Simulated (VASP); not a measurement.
# CaF (P1) in VASP: single point with PBE

Aim: the single point of CaF with PBE.

Everything below comes from runs of VASP 6.6.1. Logs are shortened: lines on timing, memory, paths and dates and some standing lists are left out, and cuts for length are marked.

**1. The cell of the first run**

The typed cell holds 8 atoms: a = 3.805 Å, b = 6.817 Å, c = 6.905 Å, α = 106.84°, β = 90.84°, γ = 90.82°.

**2. Single point, PBE**

The input, INCAR:

```
PREC     = Accurate       # precision mode
ENCUT    = 600            # plane-wave cutoff, eV
EDIFF    = 1E-6           # SCF threshold, eV
ISMEAR   = 0              # smearing method
SIGMA    = 0.1            # smearing width, eV
LREAL    = False          # projectors in reciprocal space
LASPH    = True           # aspherical terms in the spheres
NELM     = 120            # most SCF steps
ALGO     = Normal         # electronic algorithm
ISIF     = 2              # what is computed and relaxed
LWAVE    = False          # write WAVECAR
LCHARG   = False          # write CHGCAR
GGA      = PE             # functional
NBANDS   = 44             # bands
GGA_COMPAT= False
```

The input, KPOINTS:

```
Automatic mesh
0
Gamma
  4 4 4
```

The input, POSCAR:

```
CaF
1.0
    3.8050108717      0.0000000000      0.0000000000
   -0.0978467968      6.8161314770      0.0000000000
   -0.1009600334     -2.0023382466      6.6073096509
Ca F
4 4
Direct
    0.8096940714      0.7549995791      0.2580533377
    0.2276861351      0.7681632064      0.7439586632
    0.2729563595      0.2601180090      0.2295920199
    0.7639068881      0.2438714551      0.7618917895
    0.2633919581      0.1178983221      0.8730735945
    0.7203572700      0.8899707145      0.6016597925
    0.7668113332      0.3814474684      0.1101710632
    0.1751959847      0.5835312453      0.4215997394
```

Potentials or basis: VASP PAW PBE potentials, release 64 (Ca_sv, F).

Started as:

```sh
$ cat potpaw_PBE.64/Ca_sv/POTCAR potpaw_PBE.64/F/POTCAR > POTCAR
$ mpirun -np 1 vasp_std > vasp.out
```

OUTCAR:

```text
PREC = Accurate
   ENCUT = 600
   EDIFF = 1E-6
   ISMEAR = 0
   LREAL = False
   LASPH = True
   NELM = 120
   ISIF = 2
   GGA = PE

 ion  position               nearest neighbor table
   1  0.810  0.755  0.258-   8 2.31   6 2.31   7 2.46
   2  0.228  0.768  0.744-   8 2.22   5 2.29   6 2.38   6 2.42
   3  0.273  0.260  0.230-   8 2.26   7 2.30   7 2.34   5 2.37
   4  0.764  0.244  0.762-   5 2.31   5 2.31   7 2.31   6 2.35
   5  0.263  0.118  0.873-   2 2.29   4 2.31   4 2.31   3 2.37
   6  0.720  0.890  0.602-   1 2.31   4 2.35   2 2.38   2 2.42
   7  0.767  0.381  0.110-   3 2.30   4 2.31   3 2.34   1 2.46
   8  0.175  0.584  0.422-   2 2.22   3 2.26   1 2.31

  LATTYP: Found a triclinic cell.
 ALAT       =     7.7590407777
 B/A-ratio  =     1.4201708134
 C/A-ratio  =     0.4903970711
 COS(alpha) =     0.0002825293
 COS(beta)  =     0.4777863890
 COS(gamma) =     0.7031660858

  Lattice vectors:

 A1 = (  -3.7071640749,  -6.8161314770,   0.0000000000)
 A2 = (  -0.0031132366,  -8.8184697236,   6.6073096509)
 A3 = (  -3.8050108717,   0.0000000000,   0.0000000000)

Analysis of symmetry for initial positions (statically):
=====================================================================
 Subroutine PRICEL returns:
 Original cell was already a primitive cell.

 Routine SETGRP: Setting up the symmetry group for a
 triclinic supercell.

 Subroutine GETGRP returns: Found  1 space group operations
 (whereof  1 operations were pure point group operations)
 out of a pool of  2 trial point group operations.

The static configuration has the point symmetry C_1 .

Analysis of symmetry for dynamics (positions and initial velocities):
=====================================================================
 Subroutine PRICEL returns:
 Original cell was already a primitive cell.

 Routine SETGRP: Setting up the symmetry group for a
 triclinic supercell.

 Subroutine GETGRP returns: Found  1 space group operations
 (whereof  1 operations were pure point group operations)
 out of a pool of  2 trial point group operations.

The dynamic configuration has the point symmetry C_1 .

 Subroutine INISYM returns: Found  1 space group operations
 (whereof  1 operations are pure point group operations),
 and found     1 'primitive' translations

[... 106 lines left out ...]
   EDIFF  = 0.1E-05   stopping-criterion for ELM
   LREAL  =      F    real-space projection
   EDIFFG = 0.1E-04   stopping-criterion for IOM
   NSW    =      0    number of steps for IOM
   IBRION =     -1    ionic relax: 0-MD 1-quasi-New 2-CG
   NFREE  =      0    steps in history (QN), initial steepest desc. (CG)
   ISIF   =      2    stress and relaxation
   ISYM   =      2    0-nonsym 1-usesym 2-fastsym
   POTIM  = 0.5000    time-step for ionic-motion
   TEBEG  =    0.0;   TEEND  =   0.0 temperature during run
   PSTRESS=    0.0 pullay stress
   NELECT =      68.0000    total number of electrons
   NUPDOWN=      -1.0000    fix difference up-down
   EMIN   =  10.00;   EMAX   =-10.00  energy-range for DOS
   EFERMI =   0.00;   METHOD = LEGACY
   ISMEAR =     0;   SIGMA  =   0.10  broadening in eV -4-tet -1-fermi 0-gaus
   EFERMI_NEDOS =   21; number of points for ismear=-14 and -15
   IALGO  =     38    algorithm
   IMIX   =      4    mixing-type and parameters
     AMIX     =   0.40;   BMIX     =  1.00
     AMIX_MAG =   1.60;   BMIX_MAG =  1.00
  volume/ion in A,a.u.               =      21.42       144.55
  Fermi-wavevector in a.u.,A,eV,Ry     =   1.203017  2.273372 19.691018  1.447249
  Thomas-Fermi vector in A             =   2.338782
   LORBIT       =      0    0 simple, 1 ext, 2 COOP (PROOUT), +10 PAW based schemes
   GGA     = PE    functional components
   LHFCALC =     F    Hartree Fock is set to
   AEXX    =    0.0000 exact exchange contribution
   IVDW    =     0    specifies the selected vdW correction
   LEPSILON=     F    determine dielectric tensor
   LRPA    =     F    only Hartree local field effects (RPA)
 non-spin polarized calculation
 Gauss-broadening in eV      SIGMA  =   0.10
  energy-cutoff  :      600.00
  volume of cell :      171.36
 maximum number of plane-waves:      5749
   NGX = 15   NGY = 27   NGZ = 27

 number of electron      68.0000002 magnetization

 Free energy of the ion-electron system (eV)
  ---------------------------------------------------
  ext. energy  EPLUGINS =         0.00000000
  ---------------------------------------------------
  free energy    TOTEN  =       -37.56922431 eV

  energy without entropy =      -37.54851557  energy(sigma->0) =      -37.55886994

 E-fermi :   3.3527     XC(G=0):  -8.5599

 val. band max:        3.3489709364   @ k =   0.2500   0.0000   0.0000
 cond. band min:       3.3689088794   @ k =   0.5000   0.5000   0.0000
 fundamental gap:      0.0199379431
 Fermi energy:         3.3526759890

 k-point     1 :       0.0000    0.0000    0.0000
  band No.  band energies     occupation
      1     -38.8574      2.00000
      2     -38.7961      2.00000
      3     -38.6709      2.00000
      4     -38.6419      2.00000
      5     -23.0645      2.00000
      6     -22.7707      2.00000
[... 1117 lines left out ...]
     43       6.4780      0.00000
     44       6.6192      0.00000

 [... further k-points ...]

------------------------ aborting loop because EDIFF is reached ----------------------------------------

  FORCE on cell =-STRESS in cart. coord.  units (eV):
  Direction    XX          YY          ZZ          XY          YZ          ZX
  --------------------------------------------------------------------------------------
  -------------------------------------------------------------------------------------
  Total        3.0818921      1.8821529      0.8920838      0.0164255     -1.4103084      0.4092647
  in kB       28.8143936     17.5973372      8.3406085      0.1535716    -13.1857900      3.8264523
  external PRESSURE =      18.2507798 kB  Pullay stress =       0.0000000 kB

 VOLUME and BASIS-vectors are now :
 -----------------------------------------------------------------------------
  energy-cutoff  :      600.00
  volume of cell :      171.36
      direct lattice vectors                 reciprocal lattice vectors
     3.805010872  0.000000000  0.000000000     0.262811338  0.003772704  0.005159085
    -0.097846797  6.816131477  0.000000000     0.000000000  0.146710785  0.044460549
    -0.100960033 -2.002338247  6.607309651     0.000000000  0.000000000  0.151347531

 POSITION                                       TOTAL-FORCE (eV/Angst)
 -----------------------------------------------------------------------------------
      2.98097      4.62947      1.70504        -0.280713     -0.232676     -0.032250
      0.71608      3.74624      4.91557         0.101548     -0.128529      0.057450
      0.98997      1.31328      1.51699        -0.086924     -0.146590      0.096078
      2.80589      0.13669      5.03405        -0.108908      0.088467     -0.177548
      0.90253     -0.94458      5.76867        -0.140844      0.129781      0.110960
      2.59314      4.86143      3.97535         0.175965     -0.165095      0.236601
      2.86928      2.37940      0.72793        -0.058330      0.076186      0.113115
      0.56696      3.13324      2.78564         0.398205      0.378456     -0.404405
 -----------------------------------------------------------------------------------
    total drift:                                0.000046      0.001496     -0.001405

  FREE ENERGIE OF THE ION-ELECTRON SYSTEM (eV)
  ---------------------------------------------------
  free  energy   TOTEN  =       -37.5692243099 eV

  energy  without entropy=      -37.5485155697  energy(sigma->0) =      -37.55886994
```

Run time: 3.4 min. Hardware: 1 thread of AMD EPYC 9R45 (Zen 5), shared host; peak memory 0.4 GiB.

What came out:

- Free energy: -37.5692 eV
- Pressure: 1.8 GPa
- Largest force: 0.682 eV/Å
- Band gap on the k mesh: zero (bands 34 and 35 overlap by 0.62 eV)

Forces in eV/Å, atoms in the order of the input:
```
Ca  -0.281 -0.233 -0.032
Ca   0.102 -0.129  0.057
Ca  -0.087 -0.147  0.096
Ca  -0.109  0.088 -0.178
F   -0.141  0.130  0.111
F    0.176 -0.165  0.237
F   -0.058  0.076  0.113
F    0.398  0.378 -0.404
```

Levels at points of the mesh, in eV from the Fermi level:
| k point | band 32 | band 33 | band 34 | band 35 | band 36 | band 37 |
| --- | --- | --- | --- | --- | --- | --- |
| (0.00, 0.00, 0.00) | -6.56 | -2.57 | -0.23 | -0.17 | 0.91 | 1.98 |
| (0.50, 0.00, 0.00) | -6.55 | -0.32 | -0.30 | 0.73 | 0.81 | 0.87 |
| (0.00, 0.50, 0.00) | -6.65 | -1.79 | -1.49 | 0.90 | 0.99 | 1.25 |
| (0.50, 0.50, 0.00) | -6.58 | 0.02 | 0.02 | 0.12 | 0.27 | 1.58 |
| (0.00, 0.00, 0.50) | -6.65 | -1.81 | -1.52 | 0.91 | 1.02 | 1.34 |
| (0.50, 0.00, 0.50) | -6.58 | -0.06 | 0.03 | 0.19 | 0.26 | 1.64 |
| (0.00, 0.50, 0.50) | -6.56 | -1.65 | -0.66 | -0.59 | 0.39 | 1.96 |
| (0.50, 0.50, 0.50) | -6.55 | -0.15 | -0.05 | 0.60 | 0.73 | 0.86 |

Caveat: the k points lie up to 0.41 Å⁻¹ apart, too coarse for converged energies and pressures of a metal.
